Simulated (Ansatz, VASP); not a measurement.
**One calculation of BeZn2Se3, two programs**

```
Be Zn Se
1.0
     4.69509    0.00000    0.00000
    -2.34755    4.06607    0.00000
     0.00000    0.00000    8.97101
Be Zn Se
1 2 3
Cartesian
  0.0000 0.0000 0.0000
  0.0000 0.0000 2.2075
  0.0000 0.0000 6.7635
  0.0000 2.7107 0.0000
  2.3475 1.3554 0.0000
  0.0000 0.0000 4.4855
```

Alike in both runs: functional PBE; k mesh 6 × 6 × 2; occupations gaussian, width 0.1 eV; no spin polarisation.

Ansatz relaxed the structure, and its values are those at the end. VASP's run is a single point on that final structure, the one shown.

```csv
,VASP,Ansatz
version,VASP 6.6.1,Ansatz 0.2.0
potentials or method,"VASP PAW PBE potentials, release 64 (Be, Zn, Se), cutoff 520 eV","scalar-relativistic, plane waves, PAW"
valence electrons in the cell,44,74
```

```tsv
	VASP	Ansatz	Ansatz less VASP
gap on the k mesh at the Fermi level (eV)	none	none	-
pressure (GPa)	0.2	0.1	-0.09
rms of the force components (eV/Å)	0.011	0.001	-0.0101
```

A gap of «none» marks a metal or a gap that the smearing closes. VASP's potentials hold 44 valence electrons a cell and Ansatz's 74, so a difference there can come from the potentials and not from the codes.
